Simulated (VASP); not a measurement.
# Cu (P6_3/mmc) in VASP: further runs

Cu is run at these levels: r2SCAN; tasks: single point.

All numbers are computed with VASP 6.6.1; they aren't measurements. Logs are shortened: lines on timing, memory, paths and dates and some standing lists are left out, and cuts for length are marked.

### Step 1. The cell of the first run

Symmetry: P6_3/mmc, No. 194, hexagonal system. Conventional cell: a = 2.656 Å, b = 2.656 Å, c = 7.851 Å, α = 90.00°, β = 90.00°, γ = 120.00°. Cu (site symmetry -3m) has 12 Cu at 2.49 to 2.66 Å within 3.3 Å. Within 3.3 Å of Cu (site symmetry -6m2) lie 12 Cu at 2.49 to 2.66 Å.

This isn't the form of Cu at room conditions, which is fcc.

### Step 2. Single point, r2SCAN (strain +0.050 along x and y, -0.050 along z)

POSCAR reads:

```
Cu
1.0
    2.6558064830      0.0000000000      0.0000000000
   -1.3279032415      2.2999958818      0.0000000000
    0.0000000000      0.0000000000      7.8507428620
Cu
4
Direct
    0.0000000000      0.0000000000      0.0000000000
    0.3333333333      0.6666666667      0.2500000000
    0.0000000000      0.0000000000      0.5000000000
    0.6666666667      0.3333333333      0.7500000000
```

INCAR.step1 reads:

```
PREC = Accurate ; ENCUT = 520
ISMEAR = 0 ; SIGMA = 0.15
LREAL = False ; LASPH = True
NELM = 100 ; NBANDS = 30
GGA = PE ; ALGO = Normal
EDIFF = 1E-4 ; LWAVE = True
LCHARG = False ; LUSENCCL = False
```

INCAR.step2 reads:

```
PREC = Accurate ; ENCUT = 520
EDIFF = 1E-6 ; ISMEAR = 0
SIGMA = 0.15 ; LREAL = False
LASPH = True ; NELM = 100
ALGO = Normal ; ISIF = 2
LWAVE = False ; LCHARG = True
METAGGA = R2SCAN ; LMIXTAU = True
LELF = True ; LVHAR = True
NBANDS = 30 ; ISTART = 1
LUSENCCL = False
```

KPOINTS reads:

```
regular mesh
0
Gamma
  24 24 6
```

Potentials or basis: VASP PAW PBE potentials, release 64 (Cu).

The run is started by

```sh
$ cat potpaw_PBE.64/Cu/POTCAR > POTCAR
$ cp INCAR.step1 INCAR
$ mpirun -np 1 vasp_std > vasp.out
$ cp INCAR.step2 INCAR
$ mpirun -np 1 vasp_std > vasp.out
```

OUTCAR:

```text
PREC = Accurate
   ENCUT = 520
   EDIFF = 1E-6
   ISMEAR = 0
   LREAL = False
   LASPH = True
   NELM = 100
   ISIF = 2
   METAGGA = R2SCAN
   ISTART = 1

 ion  position               nearest neighbor table
   1  0.000  0.000  0.000-   2 2.49   4 2.49   2 2.49   4 2.49   4 2.49   2 2.49
   2  0.333  0.667  0.250-   1 2.49   3 2.49   1 2.49   3 2.49   1 2.49   3 2.49
   3  0.000  0.000  0.500-   2 2.49   4 2.49   2 2.49   4 2.49   4 2.49   2 2.49
   4  0.667  0.333  0.750-   1 2.49   3 2.49   1 2.49   3 2.49   1 2.49   3 2.49

  LATTYP: Found a hexagonal cell.
 ALAT       =     2.6558064830
 C/A-ratio  =     2.9560673612

  Lattice vectors:

 A1 = (   2.6558064830,   0.0000000000,   0.0000000000)
 A2 = (  -1.3279032415,   2.2999958818,   0.0000000000)
 A3 = (   0.0000000000,   0.0000000000,   7.8507428620)

Analysis of symmetry for initial positions (statically):
=====================================================================
 Subroutine PRICEL returns:
 Original cell was already a primitive cell.

 Routine SETGRP: Setting up the symmetry group for a
 hexagonal supercell.

 Subroutine GETGRP returns: Found 24 space group operations
 (whereof 12 operations were pure point group operations)
 out of a pool of 24 trial point group operations.

The static configuration has the point symmetry D_3d.
 The point group associated with its full space group is D_6h.

Analysis of symmetry for dynamics (positions and initial velocities):
=====================================================================
 Subroutine PRICEL returns:
 Original cell was already a primitive cell.

 Routine SETGRP: Setting up the symmetry group for a
 hexagonal supercell.

 Subroutine GETGRP returns: Found 24 space group operations
 (whereof 12 operations were pure point group operations)
 out of a pool of 24 trial point group operations.

The dynamic configuration has the point symmetry D_3d.
 The point group associated with its full space group is D_6h.

 Subroutine INISYM returns: Found 24 space group operations
 (whereof 12 operations are pure point group operations),
 and found     1 'primitive' translations

----------------------------------------------------------------------------------------

                                     Primitive cell

  volume of cell :      47.9550

  direct lattice vectors                    reciprocal lattice vectors
     2.655806483  0.000000000  0.000000000     0.376533458  0.217391694 -0.000000000
    -1.327903242  2.299995882  0.000000000     0.000000000  0.434783387  0.000000000
     0.000000000  0.000000000  7.850742862     0.000000000 -0.000000000  0.127376481

  length of vectors
     2.655806483  2.655806483  7.850742862     0.434783387  0.434783387  0.127376481

  position of ions in fractional coordinates (direct lattice)
     0.000000000  0.000000000  0.000000000
     0.333333333  0.666666667  0.250000000
     0.000000000  0.000000000  0.500000000
     0.666666667  0.333333333  0.750000000

  ion indices of the primitive-cell ions
   primitive index   ion index
                 1           1
                 2           2
                 3           3
                 4           4

----------------------------------------------------------------------------------------

 KPOINTS: regular mesh

Automatic generation of k-mesh.
 Grid dimensions read from file:
 generate k-points for:   24   24    6

 Generating k-lattice:

  Cartesian coordinates                     Fractional coordinates (reciprocal lattice)
     0.015688894  0.009057987 -0.000000000     0.041666667  0.000000000  0.000000000
     0.000000000  0.018115974  0.000000000     0.000000000  0.041666667  0.000000000
     0.000000000 -0.000000000  0.021229414     0.000000000  0.000000000  0.166666667

  Length of vectors
     0.018115974  0.018115974  0.021229414

  Shift w.r.t. Gamma in fractional coordinates (k-lattice)
     0.000000000  0.000000000  0.000000000

 Subroutine IBZKPT returns following result:
 ===========================================

 Found    244 irreducible k-points:

 Following reciprocal coordinates:
            Coordinates               Weight
  0.000000  0.000000  0.000000      1.000000
  0.041667  0.000000  0.000000      6.000000
  0.083333  0.000000  0.000000      6.000000
  0.125000  0.000000  0.000000      6.000000
  0.166667  0.000000  0.000000      6.000000
  0.208333  0.000000  0.000000      6.000000
[... 16 lines left out ...]
  0.416667  0.041667  0.000000     12.000000
  0.458333  0.041667  0.000000     12.000000
 [... further k-points ...]
   k-points           NKPTS =    244   k-points in BZ     NKDIM =    244   number of bands    NBANDS=     30
   number of dos      NEDOS =    301   number of ions     NIONS =      4
   total plane-waves  NPLWV =  24000
   dimension x,y,z NGX =    20 NGY =   20 NGZ =   60
   dimension x,y,z NGXF=    40 NGYF=   40 NGZF=  120
   ions per type =               4
   NGX,Y,Z   is equivalent  to a cutoff of  12.52, 12.52, 12.71 a.u.
   NGXF,Y,Z  is equivalent  to a cutoff of  25.04, 25.04, 25.41 a.u.
 SYSTEM =  unknown system
   PREC   = accura    normal or accurate (medium, high low for compatibility)
   ISTART =      1    job   : 0-new  1-cont  2-samecut
   ICHARG =      0    charge: 1-file 2-atom 10-const
   ISPIN  =      1    spin polarized calculation?
   LNONCOLLINEAR =      F non collinear calculations
   LSORBIT =      F    spin-orbit coupling
   LASPH  =      T    aspherical Exc in radial PAW
   ENCUT  =  520.0 eV  38.22 Ry    6.18 a.u.   4.94  4.94 14.60*2*pi/ulx,y,z
   NELM   =    100;   NELMIN=  2; NELMDL=  0     # of ELM steps
   EDIFF  = 0.1E-05   stopping-criterion for ELM
   LREAL  =      F    real-space projection
   EDIFFG = 0.1E-04   stopping-criterion for IOM
   NSW    =      0    number of steps for IOM
   IBRION =     -1    ionic relax: 0-MD 1-quasi-New 2-CG
   NFREE  =      0    steps in history (QN), initial steepest desc. (CG)
   ISIF   =      2    stress and relaxation
   ISYM   =      2    0-nonsym 1-usesym 2-fastsym
   POTIM  = 0.5000    time-step for ionic-motion
   TEBEG  =    0.0;   TEEND  =   0.0 temperature during run
   PSTRESS=    0.0 pullay stress
   NELECT =      44.0000    total number of electrons
   NUPDOWN=      -1.0000    fix difference up-down
   EMIN   =  10.00;   EMAX   =-10.00  energy-range for DOS
   EFERMI =   0.00;   METHOD = LEGACY
   ISMEAR =     0;   SIGMA  =   0.15  broadening in eV -4-tet -1-fermi 0-gaus
   EFERMI_NEDOS =   21; number of points for ismear=-14 and -15
   IALGO  =     38    algorithm
   IMIX   =      4    mixing-type and parameters
     AMIX     =   0.40;   BMIX     =  1.00
     AMIX_MAG =   1.60;   BMIX_MAG =  1.00
  volume/ion in A,a.u.               =      11.99        80.90
  Fermi-wavevector in a.u.,A,eV,Ry     =   1.590795  3.006167 34.431309  2.530630
  Thomas-Fermi vector in A             =   2.689435
   LORBIT       =      0    0 simple, 1 ext, 2 COOP (PROOUT), +10 PAW based schemes
   METAGGA = R2SCAN    functional components
   LHFCALC =     F    Hartree Fock is set to
   AEXX    =    0.0000 exact exchange contribution
   IVDW    =     0    specifies the selected vdW correction
   LEPSILON=     F    determine dielectric tensor
   LRPA    =     F    only Hartree local field effects (RPA)
 non-spin polarized calculation
 Gauss-broadening in eV      SIGMA  =   0.15
  energy-cutoff  :      520.00
  volume of cell :       47.96
 maximum number of plane-waves:      1320
 NGX is ok and might be reduce to    20
   NGX =  9   NGY =  9   NGZ = 29

 number of electron      44.0000020 magnetization

 Free energy of the ion-electron system (eV)
  ---------------------------------------------------
  ext. energy  EPLUGINS =         0.00000000
  ---------------------------------------------------
  free energy    TOTEN  =       -43.10888078 eV

  energy without entropy =      -43.09586439  energy(sigma->0) =      -43.10237258

 E-fermi :   7.2343     XC(G=0): -13.6327

 val. band max:        7.2231372621   @ k =   0.3750   0.1667   0.1667
 cond. band min:       7.2763438529   @ k =   0.0000   0.0000   0.0000
 fundamental gap:      0.0532065908
 Fermi energy:         7.2343061467

 k-point     1 :       0.0000    0.0000    0.0000
  band No.  band energies     occupation
      1      -2.3277      2.00000
      2       0.1699      2.00000
      3       0.1701      2.00000
      4       2.2085      2.00000
      5       3.9241      2.00000
      6       3.9243      2.00000
[... 22 lines left out ...]
     29      27.7038      0.00000
     30      27.7051      0.00000

 k-point     2 :       0.0417    0.0000    0.0000
  band No.  band energies     occupation
      1      -2.2738      2.00000
      2       0.2166      2.00000
      3       0.2168      2.00000
      4       2.2348      2.00000
      5       3.9114      2.00000
      6       3.9294      2.00000
[... 22 lines left out ...]
     29      26.9658      0.00000
     30      27.4922      0.00000

 k-point     3 :       0.0833    0.0000    0.0000
  band No.  band energies     occupation
      1      -2.1129      2.00000
      2       0.3549      2.00000
      3       0.3551      2.00000
      4       2.3107      2.00000
      5       3.8307      2.00000
      6       3.8736      2.00000
[... 22 lines left out ...]
     29      25.8622      0.00000
     30      26.5334      0.00000

 k-point     4 :       0.1250    0.0000    0.0000
  band No.  band energies     occupation
      1      -1.8472      2.00000
      2       0.5782      2.00000
      3       0.5783      2.00000
      4       2.4275      2.00000
      5       3.7083      2.00000
      6       3.8130      2.00000
[... 22 lines left out ...]
     29      24.7528      0.00000
     30      24.7737      0.00000

 k-point     5 :       0.1667    0.0000    0.0000
  band No.  band energies     occupation
      1      -1.4815      2.00000
      2       0.8733      2.00000
      3       0.8735      2.00000
      4       2.5694      2.00000
      5       3.5900      2.00000
      6       3.7341      2.00000
[... 22 lines left out ...]
     29      23.5260      0.00000
     30      23.7402      0.00000
[... 526 lines left out ...]
     29      19.7007      0.00000
     30      22.0722      0.00000

 k-point    22 :       0.3750    0.0417    0.0000
  band No.  band energies     occupation
      1       1.5988      2.00000
      2       2.2130      2.00000
      3       2.3145      2.00000
      4       2.7749      2.00000
      5       3.2377      2.00000
      6       3.2627      2.00000
[... 22 lines left out ...]
     29      19.2665      0.00000
     30      20.6983      0.00000

 k-point    23 :       0.4167    0.0417    0.0000
  band No.  band energies     occupation
      1       1.9299      2.00000
      2       2.2282      2.00000
      3       2.4542      2.00000
      4       2.7516      2.00000
      5       3.1397      2.00000
      6       3.2187      2.00000
[... 22 lines left out ...]
     29      18.9575      0.00000
     30      19.4197      0.00000

 k-point    24 :       0.4583    0.0417    0.0000
  band No.  band energies     occupation
      1       2.0466      2.00000
      2       2.2289      2.00000
      3       2.5656      2.00000
      4       2.7876      2.00000
      5       3.0524      2.00000
      6       3.1953      2.00000
[... 22 lines left out ...]
     29      18.3698      0.00000
     30      18.7161      0.00000

 [... further k-points ...]
[... 5 lines left out ...]
  --------------------------------------------------------------------------------------
  -------------------------------------------------------------------------------------
  Total       -2.7056765     -2.7056765      1.3996469      0.0000000     -0.0000000     -0.0000000
  in kB      -90.3966242    -90.3966242     46.7621878      0.0000000     -0.0000000     -0.0000000
  external PRESSURE =     -44.6770202 kB  Pullay stress =       0.0000000 kB

 VOLUME and BASIS-vectors are now :
 -----------------------------------------------------------------------------
  energy-cutoff  :      520.00
  volume of cell :       47.96
      direct lattice vectors                 reciprocal lattice vectors
     2.655806483  0.000000000  0.000000000     0.376533458  0.217391694 -0.000000000
    -1.327903242  2.299995882  0.000000000     0.000000000  0.434783387  0.000000000
     0.000000000  0.000000000  7.850742862     0.000000000 -0.000000000  0.127376481

 POSITION                                       TOTAL-FORCE (eV/Angst)
 -----------------------------------------------------------------------------------
      0.00000      0.00000      0.00000        -0.000000      0.000000     -0.000000
     -0.00000      1.53333      1.96269        -0.000000      0.000000     -0.000000
      0.00000      0.00000      3.92537        -0.000000      0.000000     -0.000000
      1.32790      0.76667      5.88806         0.000000      0.000000      0.000000
 -----------------------------------------------------------------------------------
    total drift:                                0.000000     -0.000000      0.000000

  FREE ENERGIE OF THE ION-ELECTRON SYSTEM (eV)
  ---------------------------------------------------
  free  energy   TOTEN  =       -43.1088807794 eV

  energy  without entropy=      -43.0958643852  energy(sigma->0) =      -43.10237258
```

Run time: 18 min. Hardware: 1 × NVIDIA H100 80GB with 1 thread of AMD EPYC 7R13 (Zen 3), shared host; peak memory 1.4 GiB.

What came out:

```yaml
Free_energy: -43.1089 eV
Pressure: -4.5 GPa
Band_gap_on_the_k_mesh: zero (bands 22 and 23 overlap by 4.72 eV)
```

Stress tensor (GPa, compression positive):
```
-9.04  0.00  0.00
 0.00 -9.04  0.00
 0.00  0.00  4.68
```

Caveat: the cell differs from its parent crystal (strain +0.050 along x and y, -0.050 along z); the stress differs along the axes, from -9 to 5 GPa; the PAW data sets were made with another functional, which shifts forces and pressure a little.

### Step 3. Single point, r2SCAN (strain +0.000 along x and y, +0.050 along z)

POSCAR reads:

```
Cu
1.0
    2.5293395076      0.0000000000      0.0000000000
   -1.2646697538      2.1904722684      0.0000000000
    0.0000000000      0.0000000000      8.6771368474
Cu
4
Direct
    0.0000000000      0.0000000000      0.0000000000
    0.3333333333      0.6666666667      0.2500000000
    0.0000000000      0.0000000000      0.5000000000
    0.6666666667      0.3333333333      0.7500000000
```

INCAR.step1 reads:

```
SYSTEM = Cu
PREC = Accurate
ENCUT = 520
ISMEAR = 0
SIGMA = 0.15
LREAL = .False.
LASPH = .True.
NELM = 60
NBANDS = 30
GGA = PE
ALGO = Normal
EDIFF = 1E-4
LWAVE = .True.
LCHARG = .False.
LUSENCCL = .False.
```

INCAR.step2 reads:

```
SYSTEM = Cu
PREC = Accurate
ENCUT = 520
EDIFF = 1E-6
ISMEAR = 0
SIGMA = 0.15
LREAL = .False.
LASPH = .True.
NELM = 60
ALGO = Normal
ISIF = 2
LWAVE = .False.
LCHARG = .False.
METAGGA = R2SCAN
LMIXTAU = .True.
NBANDS = 30
ISTART = 1
LUSENCCL = .False.
```

KPOINTS reads:

```
Automatic mesh
0
Gamma
  24 24 6
  0 0 0
```

Potentials or basis: VASP PAW PBE potentials, release 64 (Cu).

The run is started by

```sh
$ cat potpaw_PBE.64/Cu/POTCAR > POTCAR
$ cp INCAR.step1 INCAR
$ mpirun -np 1 vasp_std > vasp.out
$ cp INCAR.step2 INCAR
$ mpirun -np 1 vasp_std > vasp.out
```

Run time: 17 min. Hardware: 1 × NVIDIA H100 80GB with 1 thread of AMD EPYC 7R13 (Zen 3), shared host; peak memory 1.4 GiB.

It converged, with:

| Property | Result |
| --- | --- |
| Free energy | -43.2189 eV |
| Pressure | -6.1 GPa |
| Band gap on the k mesh | zero (bands 22 and 23 overlap by 5.62 eV) |

Stress tensor (GPa, compression positive):
```
 -3.46   0.00   0.00
  0.00  -3.46   0.00
  0.00   0.00 -11.23
```

Levels at points of the mesh, in eV from the Fermi level:
| k point | band 19 | band 20 | band 21 | band 22 | band 23 | band 24 | band 25 | band 26 |
| --- | --- | --- | --- | --- | --- | --- | --- | --- |
| (0.00, 0.00, 0.00) | -2.14 | -2.04 | -2.04 | -1.79 | -1.79 | -1.43 | 3.20 | 11.56 |
| (0.50, 0.00, 0.00) | -1.60 | -1.57 | -0.48 | 0.53 | 1.09 | 1.72 | 4.87 | 4.89 |
| (0.00, 0.00, 0.50) | -2.28 | -2.28 | -1.88 | -1.88 | -1.88 | -1.88 | 6.20 | 6.20 |
| (0.50, 0.00, 0.50) | -1.58 | -1.58 | 0.14 | 0.14 | 1.50 | 1.50 | 5.32 | 5.32 |

Caveat: the cell differs from its parent crystal (strain +0.000 along x and y, +0.050 along z); the stress differs along the axes, from -11 to -3 GPa; the PAW data sets were made with another functional, which shifts forces and pressure a little.

### Step 4. Single point, r2SCAN (strain +0.050 along x and y, +0.000 along z)

POSCAR reads:

```
Cu
1.0
    2.6558064830      0.0000000000      0.0000000000
   -1.3279032415      2.2999958818      0.0000000000
    0.0000000000      0.0000000000      8.2639398547
Cu
4
Direct
    0.0000000000      0.0000000000      0.0000000000
    0.3333333333      0.6666666667      0.2500000000
    0.0000000000      0.0000000000      0.5000000000
    0.6666666667      0.3333333333      0.7500000000
```

INCAR.step1 reads:

```
SYSTEM = Cu
PREC = Accurate
ENCUT = 520
ISMEAR = 0
SIGMA = 0.15
LREAL = .FALSE.
LASPH = .TRUE.
NELM = 60
NBANDS = 30
GGA = PE
ALGO = Normal
EDIFF = 1E-4
LWAVE = .TRUE.
LCHARG = .FALSE.
LUSENCCL = .FALSE.
```

INCAR.step2 reads:

```
SYSTEM = Cu
PREC = Accurate
ENCUT = 520
EDIFF = 1E-6
ISMEAR = 0
SIGMA = 0.15
LREAL = .FALSE.
LASPH = .TRUE.
NELM = 60
ALGO = Normal
ISIF = 2
LWAVE = .FALSE.
LCHARG = .FALSE.
METAGGA = R2SCAN
LMIXTAU = .TRUE.
NBANDS = 30
ISTART = 1
LUSENCCL = .FALSE.
```

KPOINTS reads:

```
regular mesh
0
G
  24 24 6
  0 0 0
```

The run is started by

```sh
$ cat potpaw_PBE.64/Cu/POTCAR > POTCAR
$ cp INCAR.step1 INCAR
$ mpirun -np 1 vasp_std > vasp.out
$ cp INCAR.step2 INCAR
$ mpirun -np 1 vasp_std > vasp.out
```

Wall time 19 min (1 × NVIDIA H100 80GB with 1 thread of AMD EPYC 7R13 (Zen 3), shared host); peak memory 1.4 GiB.

The run converged. Its results:

```yaml
Free_energy: -43.0828 eV
Pressure: -11.5 GPa
Band_gap_on_the_k_mesh: zero (bands 22 and 23 overlap by 4.89 eV)
```

Stress tensor (GPa, compression positive):
```
-13.65   0.00   0.00
  0.00 -13.65   0.00
  0.00   0.00  -7.29
```

Levels at points of the mesh, in eV from the Fermi level:
```tsv
k point	band 19	band 20	band 21	band 22	band 23	band 24	band 25	band 26
(0.00, 0.00, 0.00)	-2.20	-1.98	-1.98	-1.70	-1.70	-0.41	4.30	13.67
(0.50, 0.00, 0.00)	-1.59	-1.57	-0.62	0.49	0.77	1.38	4.31	4.38
(0.00, 0.00, 0.50)	-2.28	-2.28	-1.83	-1.83	-1.83	-1.83	7.74	7.74
(0.50, 0.00, 0.50)	-1.65	-1.65	-0.04	-0.04	1.21	1.21	5.03	5.03
```

Caveat: the cell differs from its parent crystal (strain +0.050 along x and y, +0.000 along z); the stress differs along the axes, from -14 to -7 GPa; the PAW data sets were made with another functional, which shifts forces and pressure a little.

(Continued in part 2 of 2.)

The gap in the log of VASP goes by the Fermi energy; the results here count the filled bands.